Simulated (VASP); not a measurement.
A run of VASP 6.6.1:

The input POSCAR:

```
Fe
1.0
    2.8834781583      0.0000000000      0.0000000000
    0.0000000000      2.8834781583      0.0000000000
    0.0000000000      0.0000000000      2.8834781583
Fe
2
Direct
    0.0000000000      0.0000000000      0.0000000000
    0.5000000000      0.5000000000      0.5000000000
```

File INCAR.step1:

```
SYSTEM = Fe
ALGO     = Normal         ! electronic algorithm
EDIFF    = 1E-4           ! SCF threshold, eV
ENCUT    = 520            ! plane-wave cutoff, eV
GGA      = PE             ! functional
ISMEAR   = -1             ! smearing method
ISPIN    = 2              ! spin polarisation
LASPH    = .True.         ! aspherical terms in the spheres
LCHARG   = .False.        ! write CHGCAR
LMAXMIX  = 4              ! l up to which the mixer works
LREAL    = .False.        ! projectors in reciprocal space
LWAVE    = .True.         ! write WAVECAR
MAGMOM   = 2.38 -2.38     ! initial moments
NBANDS   = 19             ! bands
NELM     = 150            ! most SCF steps
PREC     = Accurate       ! precision mode
SIGMA    = 0.05           ! smearing width, eV
```

Contents of INCAR.step2:

```
SYSTEM = Fe
ALGO     = Normal         ! electronic algorithm
EDIFF    = 1E-7           ! SCF threshold, eV
ENCUT    = 520            ! plane-wave cutoff, eV
ISIF     = 2              ! what is computed and relaxed
ISMEAR   = -1             ! smearing method
ISPIN    = 2              ! spin polarisation
ISTART   = 1            
LASPH    = .True.         ! aspherical terms in the spheres
LCHARG   = .False.        ! write CHGCAR
LMAXMIX  = 4              ! l up to which the mixer works
LMIXTAU  = .True.       
LORBIT   = 11             ! projections on sites
LREAL    = .False.        ! projectors in reciprocal space
LWAVE    = .False.        ! write WAVECAR
MAGMOM   = 2.38 -2.38     ! initial moments
METAGGA  = R2SCAN         ! meta-GGA
NBANDS   = 19             ! bands
NELM     = 150            ! most SCF steps
PREC     = Accurate       ! precision mode
SIGMA    = 0.05           ! smearing width, eV
```

Contents of KPOINTS:

```
k-points
0
Gamma
  18 18 18
  0 0 0
```

Potentials or basis: VASP PAW PBE potentials, release 64 (Fe).

Command:

```bash
$ cat potpaw_PBE.64/Fe/POTCAR > POTCAR
$ cp INCAR.step1 INCAR
$ mpirun -np 1 vasp_std > vasp.out
$ cp INCAR.step2 INCAR
$ mpirun -np 1 vasp_std > vasp.out
```

Hardware: 1 thread of AMD EPYC 9R45 96-Core Processor (Zen 5) (shared host).

Problem. Estimate the wall time of this run.

Solution. Wall time 8.7 min on 1 thread of AMD EPYC 9R45 96-Core Processor (Zen 5), with other jobs on the host, peak memory 0.23 GiB. Counts: k points 220.
